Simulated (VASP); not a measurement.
# AlCo (Pm-3m) in VASP: further runs

The runs below take AlCo through single point, with PBEsol.

All numbers are computed with VASP 6.6.1; they aren't measurements. Logs are shortened: lines on timing, memory, paths and dates and some standing lists are left out, and cuts for length are marked.

## Step 1: The cell of the first run

It takes space group Pm-3m (No. 221, cubic). Conventional cell: a = 2.819 Å, b = 2.819 Å, c = 2.819 Å, α = 90.00°, β = 90.00°, γ = 90.00°. Co (site symmetry m-3m) has 8 Al at 2.44 Å and 6 Co at 2.82 Å within 3.2 Å. Within 3.2 Å of Al (site symmetry m-3m) lie 8 Co at 2.44 Å and 6 Al at 2.82 Å.

## Step 2: Single point, PBEsol, collinear spin, ferromagnetic start

INCAR

```
SYSTEM = AlCo
  PREC = Accurate
  ENCUT = 520
  EDIFF = 1E-6
  ISMEAR = -1
  SIGMA = 0.05
  LREAL = .FALSE.
  LASPH = .TRUE.
  NELM = 150
  ALGO = Normal
  ISIF = 2
  LWAVE = .FALSE.
  LCHARG = .FALSE.
  ISPIN = 2
  MAGMOM = 0.5 0
  LORBIT = 11
  NUPDOWN = 0.5
  LMAXMIX = 4
  GGA = PS
  NBANDS = 17
```

KPOINTS

```
regular mesh
0
G
  8 8 8
  0 0 0
```

POSCAR

```
AlCo
1.0
    2.8194032100      0.0000000000      0.0000000000
    0.0000000000      2.8194032100      0.0000000000
    0.0000000000      0.0000000000      2.8194032100
Co Al
1 1
Direct
    0.5000000000      0.5000000000      0.5000000000
    0.0000000000      0.0000000000      0.0000000000
```

Potentials or basis: VASP PAW PBE potentials, release 64 (Co, Al).

On the command line:

```console
> cat potpaw_PBE.64/Co/POTCAR potpaw_PBE.64/Al/POTCAR > POTCAR
> mpirun -np 1 vasp_std > vasp.out
```

OUTCAR:

```text
SYSTEM = AlCo
   PREC = Accurate
   ENCUT = 520
   EDIFF = 1E-6
   ISMEAR = -1
   LREAL = .FALSE.
   LASPH = .TRUE.
   NELM = 150
   ISIF = 2
   ISPIN = 2
   LORBIT = 11
   NUPDOWN = 0.5
   GGA = PS

 ion  position               nearest neighbor table
   1  0.500  0.500  0.500-   2 2.44   2 2.44   2 2.44   2 2.44   2 2.44   2 2.44   2 2.44   2 2.44

   2  0.000  0.000  0.000-   1 2.44   1 2.44   1 2.44   1 2.44   1 2.44   1 2.44   1 2.44   1 2.44

  LATTYP: Found a simple cubic cell.
 ALAT       =     2.8194032100

  Lattice vectors:

 A1 = (   2.8194032100,   0.0000000000,   0.0000000000)
 A2 = (   0.0000000000,   2.8194032100,   0.0000000000)
 A3 = (   0.0000000000,   0.0000000000,   2.8194032100)

Analysis of symmetry for initial positions (statically):
=====================================================================
 Subroutine PRICEL returns:
 Original cell was already a primitive cell.

 Routine SETGRP: Setting up the symmetry group for a
 simple cubic supercell.

 Subroutine GETGRP returns: Found 48 space group operations
 (whereof 48 operations were pure point group operations)
 out of a pool of 48 trial point group operations.

The static configuration has the point symmetry O_h .

Analysis of symmetry for dynamics (positions and initial velocities):
=====================================================================
 Subroutine PRICEL returns:
 Original cell was already a primitive cell.

 Routine SETGRP: Setting up the symmetry group for a
 simple cubic supercell.

 Subroutine GETGRP returns: Found 48 space group operations
 (whereof 48 operations were pure point group operations)
 out of a pool of 48 trial point group operations.

The dynamic configuration has the point symmetry O_h .

Analysis of structural, dynamic, and magnetic symmetry:
=====================================================================
 Subroutine PRICEL returns:
 Original cell was already a primitive cell.

 Routine SETGRP: Setting up the symmetry group for a
 simple cubic supercell.

 Subroutine GETGRP returns: Found 48 space group operations
 (whereof 48 operations were pure point group operations)
 out of a pool of 48 trial point group operations.

The overall configuration has the point symmetry O_h .

 Subroutine INISYM returns: Found 48 space group operations
 (whereof 48 operations are pure point group operations),
 and found     1 'primitive' translations

----------------------------------------------------------------------------------------

                                     Primitive cell

  volume of cell :      22.4115
[... 108 lines left out ...]
     AMIX     =   0.40;   BMIX     =  1.00
     AMIX_MAG =   1.60;   BMIX_MAG =  1.00
  volume/ion in A,a.u.               =      11.21        75.62
  Fermi-wavevector in a.u.,A,eV,Ry     =   1.329366  2.512138 24.044423  1.767215
  Thomas-Fermi vector in A             =   2.458534
   LORBIT       =     11    0 simple, 1 ext, 2 COOP (PROOUT), +10 PAW based schemes
   GGA     = PS    functional components
   LHFCALC =     F    Hartree Fock is set to
   AEXX    =    0.0000 exact exchange contribution
   IVDW    =     0    specifies the selected vdW correction
   LEPSILON=     F    determine dielectric tensor
   LRPA    =     F    only Hartree local field effects (RPA)
 spin polarized calculation
  energy-cutoff  :      520.00
  volume of cell :       22.41
 maximum number of plane-waves:       624
 NGX is ok and might be reduce to    24
   NGX = 11   NGY = 11   NGZ = 11

 number of electron      11.9999996 magnetization       0.4999999

 Free energy of the ion-electron system (eV)
  ---------------------------------------------------
  ext. energy  EPLUGINS =         0.00000000
  ---------------------------------------------------
  free energy    TOTEN  =       -12.98708029 eV

  energy without entropy =      -12.97316786  energy(sigma->0) =      -12.98012408

 E-fermi :  10.2608     XC(G=0): -12.5430

 val. band max:       10.9336568051   @ k =   0.5000   0.3750   0.2500
 cond. band min:      10.2632196014   @ k =   0.3750   0.3750   0.3750
 fundamental gap:     -0.6704372037
 Fermi energy:        10.9682930973

 spin component 1

 k-point     1 :       0.0000    0.0000    0.0000
  band No.  band energies     occupation
      1      -0.4103      1.00000
      2       7.5097      1.00000
      3       7.5097      1.00000
      4       9.8352      1.00000
      5       9.8352      1.00000
      6       9.8352      1.00000
[... 459 lines left out ...]
      6       9.6971      1.00000
[... 9 lines left out ...]
     16      32.7542      0.00000
     17      35.8626      0.00000

 [... further k-points ...]

 spin component 2

 k-point     1 :       0.0000    0.0000    0.0000
  band No.  band energies     occupation
      1      -0.3933      1.00000
      2       8.0228      1.00000
      3       8.0228      1.00000
      4      10.2296      0.65091
      5      10.2296      0.65091
      6      10.2296      0.65086
[... 459 lines left out ...]
      6       9.9710      0.99696
[... 9 lines left out ...]
     16      32.7696      0.00000
     17      35.8365      0.00000

 [... further k-points ...]
[... 5 lines left out ...]
  --------------------------------------------------------------------------------------
  -------------------------------------------------------------------------------------
  Total        0.4452595      0.4452595      0.4452595     -0.0000000     -0.0000000      0.0000000
  in kB       31.8311436     31.8311436     31.8311436     -0.0000000     -0.0000000      0.0000000
  external PRESSURE =      31.8311436 kB  Pullay stress =       0.0000000 kB

 VOLUME and BASIS-vectors are now :
 -----------------------------------------------------------------------------
  energy-cutoff  :      520.00
  volume of cell :       22.41
      direct lattice vectors                 reciprocal lattice vectors
     2.819403210  0.000000000  0.000000000     0.354684990  0.000000000  0.000000000
     0.000000000  2.819403210  0.000000000     0.000000000  0.354684990  0.000000000
     0.000000000  0.000000000  2.819403210     0.000000000  0.000000000  0.354684990

 POSITION                                       TOTAL-FORCE (eV/Angst)
 -----------------------------------------------------------------------------------
      1.40970      1.40970      1.40970         0.000000      0.000000      0.000000
      0.00000      0.00000      0.00000         0.000000      0.000000      0.000000
 -----------------------------------------------------------------------------------
    total drift:                                0.000000     -0.000000     -0.000000

  FREE ENERGIE OF THE ION-ELECTRON SYSTEM (eV)
  ---------------------------------------------------
  free  energy   TOTEN  =       -12.9870802944 eV

  energy  without entropy=      -12.9731678589  energy(sigma->0) =      -12.98012408

 total charge

# of ion       s       p       d       tot
------------------------------------------
    1        0.456   0.532   7.529   8.517
    2        0.397   0.447   0.000   0.844
--------------------------------------------------
tot          0.853   0.979   7.529   9.361

 magnetization (x)

# of ion       s       p       d       tot
------------------------------------------
    1        0.007   0.008   0.501   0.516
    2       -0.003  -0.003   0.000  -0.007
--------------------------------------------------
tot          0.004   0.005   0.501   0.509
```

OSZICAR:

```text
N       E                     dE             d eps       ncg     rms          rms(c)
DAV:   1     0.366114241476E+02    0.36611E+02   -0.46515E+03  2436   0.698E+02
DAV:   2    -0.126357926772E+02   -0.49247E+02   -0.43434E+02  2700   0.149E+02
DAV:   3    -0.147980792599E+02   -0.21623E+01   -0.21114E+01  2886   0.333E+01
DAV:   4    -0.148280836326E+02   -0.30004E-01   -0.29984E-01  2869   0.354E+00
DAV:   5    -0.148289255803E+02   -0.84195E-03   -0.84190E-03  2918   0.631E-01    0.134E+01
DAV:   6    -0.173678970266E+02   -0.25390E+01   -0.51333E+01  2718   0.771E+01    0.171E+01
DAV:   7    -0.130167315977E+02    0.43512E+01   -0.25679E+01  2816   0.484E+01    0.206E+00
DAV:   8    -0.130037283095E+02    0.13003E-01   -0.12487E-01  2848   0.216E+00    0.118E+00
DAV:   9    -0.129888932744E+02    0.14835E-01   -0.17250E-02  3223   0.116E+00    0.681E-01
DAV:  10    -0.129871262711E+02    0.17670E-02   -0.15207E-03  2818   0.301E-01    0.178E-01
DAV:  11    -0.129870857446E+02    0.40526E-04   -0.16128E-04  3076   0.126E-01    0.915E-02
DAV:  12    -0.129870793383E+02    0.64063E-05   -0.16649E-05  3003   0.307E-02    0.290E-02
DAV:  13    -0.129870802944E+02   -0.95609E-06   -0.50823E-06  2704   0.186E-02
   1 F= -.12987080E+02 E0= -.12980124E+02  d E =-.139124E-01  mag=     0.5000
```

It took 16 s on 1 thread of AMD EPYC 9R14 (Zen 4), shared host; peak memory 0.13 GiB.

What came out:

- Free energy: -12.9871 eV
- Pressure: 3.2 GPa
- Net moment: 0.50 μB per cell
- Site moments: Co +0.52; Al -0.01 μB
- Valence electrons inside the program's atomic spheres: Co 8.52; Al 0.84

Caveat: the PAW data sets were made with another functional, which shifts forces and pressure a little; the total moment is fixed, so each spin has its own Fermi level.

## Step 3: Single point, PBEsol, collinear spin, ferromagnetic start

INCAR

```
PREC = Accurate
ENCUT = 520
EDIFF = 1E-7
ISMEAR = -1
SIGMA = 0.05
LREAL = F
LASPH = T
NELM = 150
ALGO = Normal
ISIF = 2
LWAVE = F
LCHARG = T
ISPIN = 2
MAGMOM = 1 0
LORBIT = 11
NUPDOWN = 1.0
LMAXMIX = 4
GGA = PS
LELF = T
LVHAR = T
NBANDS = 17
```

KPOINTS

```
Automatic mesh
0
Gamma
  8 8 8
```

POSCAR is that of step 2.

Potentials or basis: VASP PAW PBE potentials, release 64 (Co, Al).

On the command line:

```console
> cat potpaw_PBE.64/Co/POTCAR potpaw_PBE.64/Al/POTCAR > POTCAR
> mpirun -np 1 vasp_std > vasp.out
```

Wall time 18 s (1 thread of AMD EPYC 9R14 (Zen 4), shared host); peak memory 0.13 GiB.

The run converged. Its results:

```yaml
Free_energy: -12.7830 eV
Pressure: 7.5 GPa
Net_moment: 1.00 μB per cell
Site_moments: Co +0.99; Al -0.00 μB
Valence_electrons_inside_the_program's_atomic_spheres: Co 8.50; Al 0.85
```

Caveat: the PAW data sets were made with another functional, which shifts forces and pressure a little; the total moment is fixed, so each spin has its own Fermi level.

[end of part 1 of 2]
